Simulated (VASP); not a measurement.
# Ge (I4_1/amd) in VASP: notebook, part 2 of 2

VASP 6.6.1. Earlier steps stand in the parts before.

## 4. Single point, PBEsol (biaxial strain in the a-b plane: -6.0 %)

The input, INCAR:

```
SYSTEM = Ge
PREC = Accurate
ENCUT = 520
EDIFF = 1E-6
ISMEAR = 0
SIGMA = 0.1
LREAL = .False.
LASPH = .True.
NELM = 60
ALGO = Fast
ISIF = 2
LWAVE = .False.
LCHARG = .False.
GGA = PS
NBANDS = 36
```

The input, KPOINTS:

```
Automatic mesh
0
Gamma
  14 14 10
  0 0 0
```

The input, POSCAR:

```
Ge
1.0
    2.6671814810      2.6671814810      0.0000000000
   -2.6671814810      2.6671814810      0.0000000000
    0.0000000000      0.0000000000      5.8791489665
Ge
4
Direct
    0.5000000000      0.5000000000      0.5000000000
    0.5000000000      0.0000000000      0.2500000000
    0.0000000000      0.0000000000      0.0000000000
    0.0000000000      0.5000000000      0.7500000000
```

Potentials or basis: VASP PAW PBE potentials, release 64 (Ge_d).

Run with:

```console
cat potpaw_PBE.64/Ge_d/POTCAR > POTCAR
mpirun -np 1 vasp_std > vasp.out
```

OUTCAR:

```text
SYSTEM = Ge
   PREC = Accurate
   ENCUT = 520
   EDIFF = 1E-6
   ISMEAR = 0
   LREAL = .False.
   LASPH = .True.
   NELM = 60
   ISIF = 2
   GGA = PS

 ion  position               nearest neighbor table
   1  0.500  0.500  0.500-   2 2.39   4 2.39   2 2.39   4 2.39
   2  0.500  0.000  0.250-   1 2.39   3 2.39   1 2.39   3 2.39
   3  0.000  0.000  0.000-   2 2.39   4 2.39   4 2.39   2 2.39
   4  0.000  0.500  0.750-   1 2.39   3 2.39   3 2.39   1 2.39

  LATTYP: Found a simple tetragonal cell.
 ALAT       =     3.7719642237
 C/A-ratio  =     1.5586438836

  Lattice vectors:

 A1 = (   2.6671814810,   2.6671814810,   0.0000000000)
 A2 = (  -2.6671814810,   2.6671814810,   0.0000000000)
 A3 = (   0.0000000000,   0.0000000000,   5.8791489665)

Analysis of symmetry for initial positions (statically):
=====================================================================
 Subroutine PRICEL returns following result:

  LATTYP: Found a body centered tetragonal cell.
 ALAT       =     3.7719642237
 C/A-ratio  =     1.5586438836

  Lattice vectors:

 A1 = (   2.6671814810,   0.0000000000,  -2.9395744832)
 A2 = (  -2.6671814810,   0.0000000000,  -2.9395744833)
 A3 = (   0.0000000000,   2.6671814810,   2.9395744833)

   2 primitive cells build up your supercell.

 Routine SETGRP: Setting up the symmetry group for a
 simple tetragonal supercell.

 Subroutine GETGRP returns: Found 16 space group operations
 (whereof  8 operations were pure point group operations)
 out of a pool of 16 trial point group operations.

The static configuration has the point symmetry D_2d.
 The point group associated with its full space group is D_4h.

Analysis of symmetry for dynamics (positions and initial velocities):
=====================================================================
 Subroutine PRICEL returns following result:

[... 136 lines left out ...]
   EFERMI_NEDOS =   21; number of points for ismear=-14 and -15
   IALGO  =     68    algorithm
   IMIX   =      4    mixing-type and parameters
     AMIX     =   0.40;   BMIX     =  1.00
     AMIX_MAG =   1.60;   BMIX_MAG =  1.00
  volume/ion in A,a.u.               =      20.91       141.12
  Fermi-wavevector in a.u.,A,eV,Ry     =   1.432147  2.706366 27.906167  2.051045
  Thomas-Fermi vector in A             =   2.551806
   LORBIT       =      0    0 simple, 1 ext, 2 COOP (PROOUT), +10 PAW based schemes
   GGA     = PS    functional components
   LHFCALC =     F    Hartree Fock is set to
   AEXX    =    0.0000 exact exchange contribution
   IVDW    =     0    specifies the selected vdW correction
   LEPSILON=     F    determine dielectric tensor
   LRPA    =     F    only Hartree local field effects (RPA)
 non-spin polarized calculation
 RMM-DIIS sequential band-by-band and
 Gauss-broadening in eV      SIGMA  =   0.10
  energy-cutoff  :      520.00
  volume of cell :       83.65
 maximum number of plane-waves:      2284
   NGX = 15   NGY = 15   NGZ = 21

 number of electron      55.9999920 magnetization

 Free energy of the ion-electron system (eV)
  ---------------------------------------------------
  ext. energy  EPLUGINS =         0.00000000
  ---------------------------------------------------
  free energy    TOTEN  =       -19.44787198 eV

  energy without entropy =      -19.44681515  energy(sigma->0) =      -19.44734356

 E-fermi :   5.8285     XC(G=0): -10.5218

 val. band max:        5.8252197994   @ k =   0.5000   0.0000   0.5000
 cond. band min:       5.8876161007   @ k =   0.1429   0.0000   0.0000
 fundamental gap:      0.0623963013
 Fermi energy:         5.8284624601

 k-point     1 :       0.0000    0.0000    0.0000
  band No.  band energies     occupation
      1     -19.2848      2.00000
      2     -19.2848      2.00000
      3     -19.2323      2.00000
      4     -19.2323      2.00000
      5     -19.2031      2.00000
      6     -19.1880      2.00000
[... 925 lines left out ...]
     35      12.2212      0.00000
     36      13.4799      0.00000

 [... further k-points ...]

------------------------ aborting loop because EDIFF is reached ----------------------------------------

  FORCE on cell =-STRESS in cart. coord.  units (eV):
  Direction    XX          YY          ZZ          XY          YZ          ZX
  --------------------------------------------------------------------------------------
  -------------------------------------------------------------------------------------
  Total        5.2200285      5.2200285      0.7528571      0.0000000      0.0000000      0.0000000
  in kB       99.9847716     99.9847716     14.4202755      0.0000000      0.0000000      0.0000000
  external PRESSURE =      71.4632729 kB  Pullay stress =       0.0000000 kB

 VOLUME and BASIS-vectors are now :
 -----------------------------------------------------------------------------
  energy-cutoff  :      520.00
  volume of cell :       83.65
      direct lattice vectors                 reciprocal lattice vectors
     2.667181481  2.667181481  0.000000000     0.187463809  0.187463809  0.000000000
    -2.667181481  2.667181481  0.000000000    -0.187463809  0.187463809  0.000000000
     0.000000000  0.000000000  5.879148966     0.000000000  0.000000000  0.170092645

 POSITION                                       TOTAL-FORCE (eV/Angst)
 -----------------------------------------------------------------------------------
      0.00000      2.66718      2.93957         0.000000      0.000000      0.000000
      1.33359      1.33359      1.46979        -0.000000     -0.000000      0.000000
      0.00000      0.00000      0.00000         0.000000      0.000000     -0.000000
     -1.33359      1.33359      4.40936        -0.000000     -0.000000      0.000000
 -----------------------------------------------------------------------------------
    total drift:                               -0.000000      0.000000      0.000000

  FREE ENERGIE OF THE ION-ELECTRON SYSTEM (eV)
  ---------------------------------------------------
  free  energy   TOTEN  =       -19.4478719776 eV

  energy  without entropy=      -19.4468151503  energy(sigma->0) =      -19.44734356
```

OSZICAR:

```text
N       E                     dE             d eps       ncg     rms          rms(c)
DAV:   1     0.493842380947E+03    0.49384E+03   -0.27842E+04 17860   0.440E+03
DAV:   2     0.662243786847E+02   -0.42762E+03   -0.41639E+03 15552   0.812E+02
DAV:   3    -0.152376039563E+02   -0.81462E+02   -0.80236E+02 16740   0.207E+02
DAV:   4    -0.197299461038E+02   -0.44923E+01   -0.44733E+01 18192   0.574E+01
DAV:   5    -0.198196609081E+02   -0.89715E-01   -0.89688E-01 17296   0.898E+00    0.510E+00
RMM:   6    -0.195637362242E+02    0.25592E+00   -0.91201E-02 18984   0.260E+00    0.296E+00
RMM:   7    -0.194435993099E+02    0.12014E+00   -0.17354E-01 19323   0.309E+00    0.194E-01
RMM:   8    -0.194469535157E+02   -0.33542E-02   -0.24548E-02 19723   0.120E+00    0.131E-01
RMM:   9    -0.194477618684E+02   -0.80835E-03   -0.71428E-03 24303   0.562E-01    0.151E-01
RMM:  10    -0.194478420546E+02   -0.80186E-04   -0.45637E-04 19834   0.164E-01    0.821E-02
RMM:  11    -0.194478685631E+02   -0.26508E-04   -0.17203E-04 19944   0.109E-01    0.173E-02
RMM:  12    -0.194478714610E+02   -0.28979E-05   -0.43008E-05 20489   0.449E-02    0.489E-03
RMM:  13    -0.194478719776E+02   -0.51668E-06   -0.85682E-06 17375   0.234E-02
   1 F= -.19447872E+02 E0= -.19447344E+02  d E =-.105683E-02
```

Run time: 13 min. Hardware: 1 thread of Oxide Virtual Turin-like, shared host; peak memory 0.49 GiB.

What came out:

```yaml
Free_energy: -19.4479 eV
Pressure: 7.1 GPa
Band_gap_on_the_k_mesh: zero (bands 28 and 29 overlap by 0.22 eV)
```

Levels at points of the mesh, in eV from the Fermi level:
| k point | band 26 | band 27 | band 28 | band 29 | band 30 | band 31 |
| --- | --- | --- | --- | --- | --- | --- |
| (0.00, 0.00, 0.00) | -0.75 | 0.14 | 0.14 | 0.47 | 0.99 | 0.99 |
| (0.50, 0.00, 0.00) | -4.76 | -1.25 | -1.25 | 2.52 | 2.52 | 4.58 |
| (0.50, 0.50, 0.00) | -3.74 | -3.74 | -3.74 | 0.14 | 0.14 | 0.14 |
| (0.00, 0.00, 0.50) | -1.99 | -1.99 | -1.99 | 1.33 | 1.33 | 2.71 |
| (0.50, 0.00, 0.50) | -2.18 | -1.17 | -1.17 | 0.00 | 0.00 | 3.51 |
| (0.50, 0.50, 0.50) | -4.46 | -4.46 | -4.46 | 3.52 | 3.52 | 3.52 |

Caveat: the cell differs from its parent crystal (biaxial strain in the a-b plane: -6.0 %); the stress differs along the axes, from 1 to 10 GPa; semilocal functionals underestimate gaps, and a narrow one can read as zero; the PAW data sets were made with another functional, which shifts forces and pressure a little.

## 5. Single point, PBEsol (biaxial strain in the a-b plane: -6.0 %, then relaxed in part)

The input, INCAR:

```
SYSTEM = Ge
PREC = Accurate ; ENCUT = 520
EDIFF = 1E-6 ; ISMEAR = 0
SIGMA = 0.1 ; LREAL = .False.
LASPH = .True. ; NELM = 100
ALGO = Fast ; ISIF = 2
LWAVE = .False. ; LCHARG = .True.
GGA = PS ; LELF = .True.
LVHAR = .True. ; NBANDS = 36
```

KPOINTS is that of step 4.

POSCAR, as its differences from that of step 4:

```diff
@@ -4,3 +4,3 @@
    -2.6671814810      2.6671814810      0.0000000000
-    0.0000000000      0.0000000000      5.8791489665
+    0.0000000000      0.0000000000      5.9387446864
 Ge
```

Run with:

```console
cat potpaw_PBE.64/Ge_d/POTCAR > POTCAR
mpirun -np 1 vasp_std > vasp.out
```

Run time: 14 min. Hardware: 1 thread of Oxide Virtual Turin-like, shared host; peak memory 0.49 GiB.

It converged, with:

```yaml
Free_energy: -19.4517 eV
Pressure: 6.1 GPa
Band_gap_on_the_k_mesh: zero (bands 28 and 29 overlap by 0.26 eV)
```

Stress tensor (GPa, compression positive):
```
 9.25  0.00  0.00
 0.00  9.25  0.00
 0.00  0.00 -0.20
```

Levels at points of the mesh, in eV from the Fermi level:
| k point | band 26 | band 27 | band 28 | band 29 | band 30 | band 31 |
| --- | --- | --- | --- | --- | --- | --- |
| (0.00, 0.00, 0.00) | -0.81 | 0.17 | 0.17 | 0.35 | 1.06 | 1.06 |
| (0.50, 0.00, 0.00) | -4.74 | -1.17 | -1.17 | 2.56 | 2.56 | 4.47 |
| (0.50, 0.50, 0.00) | -3.71 | -3.71 | -3.71 | 0.13 | 0.13 | 0.13 |
| (0.00, 0.00, 0.50) | -1.91 | -1.91 | -1.91 | 1.41 | 1.41 | 2.71 |
| (0.50, 0.00, 0.50) | -2.21 | -1.10 | -1.10 | -0.07 | -0.07 | 3.53 |
| (0.50, 0.50, 0.50) | -4.40 | -4.40 | -4.40 | 3.41 | 3.41 | 3.41 |

Caveat: the cell differs from its parent crystal (biaxial strain in the a-b plane: -6.0 %, then relaxed in part); the stress differs along the axes, from -0 to 9 GPa; semilocal functionals underestimate gaps, and a narrow one can read as zero; the PAW data sets were made with another functional, which shifts forces and pressure a little.

## 6. Overview

| cell | gap on the mesh (eV) | pressure (GPa) |
| --- | --- | --- |
| a = 3.953, b = 3.953, c = 6.015 Å, 4 atoms | none | -1.8 |
| a = 3.957, b = 3.957, c = 6.015 Å, 4 atoms | none | -2.0 |
| a = 3.772, b = 3.772, c = 5.879 Å, 4 atoms | none | 7.1 |
| a = 3.772, b = 3.772, c = 5.939 Å, 4 atoms | none | 6.1 |

Alike in all rows: task single point; level PBEsol; potentials or basis VASP PAW PBE potentials, release 64 (Ge_d); no spin polarisation; k mesh 14 × 14 × 10; cutoff (eV) 520; smearing gaussian 0.1 eV.

Caveats: semilocal functionals underestimate gaps, and a narrow one can read as zero; the PAW data sets were made with another functional, which shifts forces and pressure a little; the stress differs along the axes, from -6 to 0 GPa (at least some runs); the stress differs along the axes, from -6 to -0 GPa (at least some runs); the stress differs along the axes, from 1 to 10 GPa (at least some runs); the stress differs along the axes, from -0 to 9 GPa (at least some runs).

Total energies depend on the potentials used, so only differences within one code and one set of settings carry meaning.

The gap in the log of VASP goes by the Fermi energy; the results here count the filled bands.